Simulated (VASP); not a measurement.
# Ta2Si (I4/mcm) in VASP: further runs, part 2 of 2

VASP 6.6.1. Earlier steps stand in the parts before.

### 3 Single point, r2SCAN (strain along c alone, the other axes held: -1.0 %, then relaxed in part)

The input, POSCAR:

```
Ta2Si
1.0
    6.1682272902      0.0000000000      0.0000000000
    0.0000000000      6.1682272902      0.0000000000
    0.0000000000      0.0000000000      4.9989103759
Ta Si
8 4
Direct
    0.3366388000      0.1633612000      0.5000000000
    0.8366388000      0.3366388000      0.5000000000
    0.1633612000      0.3366388000      0.0000000000
    0.6633612000      0.1633612000      0.0000000000
    0.8366388000      0.6633612000      0.0000000000
    0.3366388000      0.8366388000      0.0000000000
    0.6633612000      0.8366388000      0.5000000000
    0.1633612000      0.6633612000      0.5000000000
    0.0000000000      0.0000000000      0.2500000000
    0.0000000000      0.0000000000      0.7500000000
    0.5000000000      0.5000000000      0.7500000000
    0.5000000000      0.5000000000      0.2500000000
```

The input, INCAR.step1:

```
ALGO = Normal ; EDIFF = 1E-4
ENCUT = 520 ; GGA = PE
ISMEAR = 0 ; LASPH = True
LCHARG = False ; LREAL = False
LWAVE = True ; NBANDS = 64
NELM = 60 ; PREC = Accurate
SIGMA = 0.1
```

The input, INCAR.step2:

```
ALGO = Normal ; EDIFF = 1E-7
ENCUT = 520 ; ISIF = 2
ISMEAR = 0 ; ISTART = 1
LASPH = True ; LCHARG = False
LMIXTAU = True ; LREAL = False
LWAVE = False ; METAGGA = R2SCAN
NBANDS = 64 ; NELM = 60
PREC = Accurate ; SIGMA = 0.1
```

The input, KPOINTS:

```
k-points
0
Gamma
  6 6 8
```

Potentials or basis: VASP PAW PBE potentials, release 64 (Ta_pv, Si).

The run is started by

```sh
$ cat potpaw_PBE.64/Ta_pv/POTCAR potpaw_PBE.64/Si/POTCAR > POTCAR
$ cp INCAR.step1 INCAR
$ mpirun -np 1 vasp_std > vasp.out
$ cp INCAR.step2 INCAR
$ mpirun -np 1 vasp_std > vasp.out
```

OUTCAR:

```text
EDIFF = 1E-7
   ENCUT = 520
   ISIF = 2
   ISMEAR = 0
   ISTART = 1
   LASPH = True
   LREAL = False
   METAGGA = R2SCAN
   NELM = 60
   PREC = Accurate

 ion  position               nearest neighbor table
   1  0.337  0.163  0.500-   9 2.62  10 2.62  11 2.62  12 2.62   7 2.85   3 2.92   3 2.92   4 3.21
                             6 3.21   4 3.21   6 3.21   8 3.26   2 3.26   8 3.26   2 3.26
   2  0.837  0.337  0.500-   9 2.62  10 2.62  11 2.62  12 2.62   8 2.85   4 2.92   4 2.92   3 3.21
                             3 3.21   5 3.21   5 3.21   1 3.26   7 3.26   7 3.26   1 3.26
   3  0.163  0.337  0.000-   9 2.62  10 2.62  11 2.62  12 2.62   5 2.85   1 2.92   1 2.92   8 3.21
                             2 3.21   2 3.21   8 3.21   4 3.26   6 3.26   6 3.26   4 3.26
   4  0.663  0.163  0.000-   9 2.62  10 2.62  11 2.62  12 2.62   6 2.85   2 2.92   2 2.92   7 3.21
                             1 3.21   1 3.21   7 3.21   5 3.26   3 3.26   5 3.26   3 3.26
   5  0.837  0.663  0.000-   9 2.62  10 2.62  11 2.62  12 2.62   3 2.85   7 2.92   7 2.92   8 3.21
                             2 3.21   2 3.21   8 3.21   6 3.26   4 3.26   4 3.26   6 3.26
   6  0.337  0.837  0.000-   9 2.62  10 2.62  11 2.62  12 2.62   4 2.85   8 2.92   8 2.92   1 3.21
                             1 3.21   7 3.21   7 3.21   5 3.26   3 3.26   3 3.26   5 3.26
   7  0.663  0.837  0.500-   9 2.62  10 2.62  11 2.62  12 2.62   1 2.85   5 2.92   5 2.92   6 3.21
                             4 3.21   4 3.21   6 3.21   8 3.26   2 3.26   2 3.26   8 3.26
   8  0.163  0.663  0.500-   9 2.62  10 2.62  11 2.62  12 2.62   2 2.85   6 2.92   6 2.92   3 3.21
                             3 3.21   5 3.21   5 3.21   7 3.26   1 3.26   1 3.26   7 3.26
   9  0.000  0.000  0.250-  10 2.50  10 2.50   3 2.62   4 2.62   5 2.62   6 2.62   7 2.62   8 2.62
                             1 2.62   2 2.62
  10  0.000  0.000  0.750-   9 2.50   9 2.50   3 2.62   4 2.62   5 2.62   6 2.62   7 2.62   8 2.62
                             1 2.62   2 2.62
  11  0.500  0.500  0.750-  12 2.50  12 2.50   3 2.62   4 2.62   5 2.62   6 2.62   7 2.62   8 2.62
                             1 2.62   2 2.62
  12  0.500  0.500  0.250-  11 2.50  11 2.50   3 2.62   4 2.62   5 2.62   6 2.62   7 2.62   8 2.62
                             1 2.62   2 2.62

  LATTYP: Found a simple tetragonal cell.
 ALAT       =     6.1682272902
 C/A-ratio  =     0.8104290164

  Lattice vectors:

 A1 = (   6.1682272902,   0.0000000000,   0.0000000000)
 A2 = (   0.0000000000,   6.1682272902,   0.0000000000)
[... 196 lines left out ...]
 NGX is ok and might be reduce to    48
   NGX = 23   NGY = 23   NGZ = 19

 number of electron     103.9999981 magnetization

 Free energy of the ion-electron system (eV)
  ---------------------------------------------------
  ext. energy  EPLUGINS =         0.00000000
  ---------------------------------------------------
  free energy    TOTEN  =      -430.94583161 eV

  energy without entropy =     -430.91788158  energy(sigma->0) =     -430.93185660

 E-fermi :   7.6156     XC(G=0): -13.5517

 val. band max:        7.6003122767   @ k =   0.5000   0.5000   0.1250
 cond. band min:       7.6357260328   @ k =   0.3333   0.3333   0.0000
 fundamental gap:      0.0354137560
 Fermi energy:         7.6156023858

 k-point     1 :       0.0000    0.0000    0.0000
  band No.  band energies     occupation
      1     -28.3526      2.00000
      2     -28.3004      2.00000
      3     -28.1756      2.00000
      4     -28.1756      2.00000
      5     -28.1716      2.00000
      6     -28.1616      2.00000
[... 1597 lines left out ...]
     63      10.6494      0.00000
     64      10.6494      0.00000

 [... further k-points ...]
[... 5 lines left out ...]
  --------------------------------------------------------------------------------------
  -------------------------------------------------------------------------------------
  Total        2.6084618      2.6084618      4.7626441      0.0000000     -0.0000000     -0.0000000
  in kB       21.9734865     21.9734865     40.1201572      0.0000000     -0.0000000     -0.0000000
  external PRESSURE =      28.0223767 kB  Pullay stress =       0.0000000 kB

 VOLUME and BASIS-vectors are now :
 -----------------------------------------------------------------------------
  energy-cutoff  :      520.00
  volume of cell :      190.19
      direct lattice vectors                 reciprocal lattice vectors
     6.168227290  0.000000000  0.000000000     0.162121134  0.000000000  0.000000000
     0.000000000  6.168227290  0.000000000     0.000000000  0.162121134  0.000000000
     0.000000000  0.000000000  4.998910376     0.000000000  0.000000000  0.200043594

 POSITION                                       TOTAL-FORCE (eV/Angst)
 -----------------------------------------------------------------------------------
      2.07646      1.00765      2.49946        -0.003266      0.003266     -0.000000
      5.16058      2.07646      2.49946        -0.003266     -0.003266     -0.000000
      1.00765      2.07646      0.00000         0.003266     -0.003266      0.000000
      4.09176      1.00765      0.00000         0.003266      0.003266      0.000000
      5.16058      4.09176      0.00000        -0.003266      0.003266      0.000000
      2.07646      5.16058      0.00000        -0.003266     -0.003266     -0.000000
      4.09176      5.16058      2.49946         0.003266     -0.003266      0.000000
      1.00765      4.09176      2.49946         0.003266      0.003266     -0.000000
      0.00000      0.00000      1.24973         0.000000      0.000000      0.000000
      0.00000      0.00000      3.74918        -0.000000      0.000000      0.000000
      3.08411      3.08411      3.74918        -0.000000      0.000000     -0.000000
      3.08411      3.08411      1.24973        -0.000000      0.000000      0.000000
 -----------------------------------------------------------------------------------
    total drift:                                0.000000     -0.000000      0.000000

  FREE ENERGIE OF THE ION-ELECTRON SYSTEM (eV)
  ---------------------------------------------------
  free  energy   TOTEN  =      -430.9458316146 eV

  energy  without entropy=     -430.9178815791  energy(sigma->0) =     -430.93185660
```

OUTCAR.step1:

```text
EDIFF = 1E-4
   ENCUT = 520
   GGA = PE
   ISMEAR = 0
[... 1894 lines left out ...]
      0.00000      0.00000      1.24973        -0.000000     -0.000000     -0.000000
      0.00000      0.00000      3.74918        -0.000000     -0.000000     -0.000000
      3.08411      3.08411      3.74918        -0.000000     -0.000000     -0.000000
      3.08411      3.08411      1.24973        -0.000000     -0.000000     -0.000000
 -----------------------------------------------------------------------------------
    total drift:                                0.000000     -0.000000      0.000000

  FREE ENERGIE OF THE ION-ELECTRON SYSTEM (eV)
  ---------------------------------------------------
  free  energy   TOTEN  =      -122.8063660416 eV

  energy  without entropy=     -122.7730884873  energy(sigma->0) =     -122.78972726
```

OSZICAR.step1:

```text
N       E                     dE             d eps       ncg     rms          rms(c)
DAV:   1     0.993827282993E+03    0.99383E+03   -0.55470E+04  6400   0.165E+03
DAV:   2    -0.716484285524E+02   -0.10655E+04   -0.10395E+04  6896   0.478E+02
DAV:   3    -0.128048756113E+03   -0.56400E+02   -0.54440E+02  8040   0.944E+01
DAV:   4    -0.129711895925E+03   -0.16631E+01   -0.16364E+01  7680   0.141E+01
DAV:   5    -0.129753740174E+03   -0.41844E-01   -0.41717E-01  7808   0.215E+00    0.446E+01
DAV:   6    -0.123669318143E+03    0.60844E+01   -0.18583E+01  7368   0.158E+01    0.203E+01
DAV:   7    -0.122860591744E+03    0.80873E+00   -0.37117E+00  7872   0.791E+00    0.386E+00
DAV:   8    -0.122811271548E+03    0.49320E-01   -0.11803E-01  7696   0.121E+00    0.911E-01
DAV:   9    -0.122806444494E+03    0.48271E-02   -0.17901E-02  7824   0.513E-01    0.287E-01
DAV:  10    -0.122806336704E+03    0.10779E-03   -0.95804E-04  6856   0.136E-01    0.110E-01
DAV:  11    -0.122806366042E+03   -0.29337E-04   -0.17294E-04  4784   0.642E-02
   1 F= -.12280637E+03 E0= -.12278973E+03  d E =-.332776E-01
```

It took 50 min on 1 thread of Oxide Virtual Turin-like, shared host; peak memory 0.59 GiB.

Results:

```yaml
Free_energy: -430.9458 eV
Pressure: 2.8 GPa
Largest_force: 0.005 eV/Å
Band_gap_on_the_k_mesh: zero (bands 52 and 53 overlap by 0.33 eV)
```

Forces on the atoms (eV/Å):
```
Ta  -0.003  0.003  0.000
Ta  -0.003 -0.003  0.000
Ta   0.003 -0.003  0.000
Ta   0.003  0.003  0.000
Ta  -0.003  0.003  0.000
Ta  -0.003 -0.003  0.000
Ta   0.003 -0.003  0.000
Ta   0.003  0.003  0.000
Si   0.000  0.000  0.000
Si   0.000  0.000  0.000
Si   0.000  0.000  0.000
Si   0.000  0.000  0.000
```

Stress tensor (GPa, compression positive):
```
2.20 0.00 0.00
0.00 2.20 0.00
0.00 0.00 4.01
```

Caveat: the cell differs from its parent crystal (strain along c alone, the other axes held: -1.0 %, then relaxed in part); the PAW data sets were made with another functional, which shifts forces and pressure a little; spin-orbit coupling is left out, which moves the levels of the heavy elements.

The gap in the log of VASP goes by the Fermi energy; the results here count the filled bands.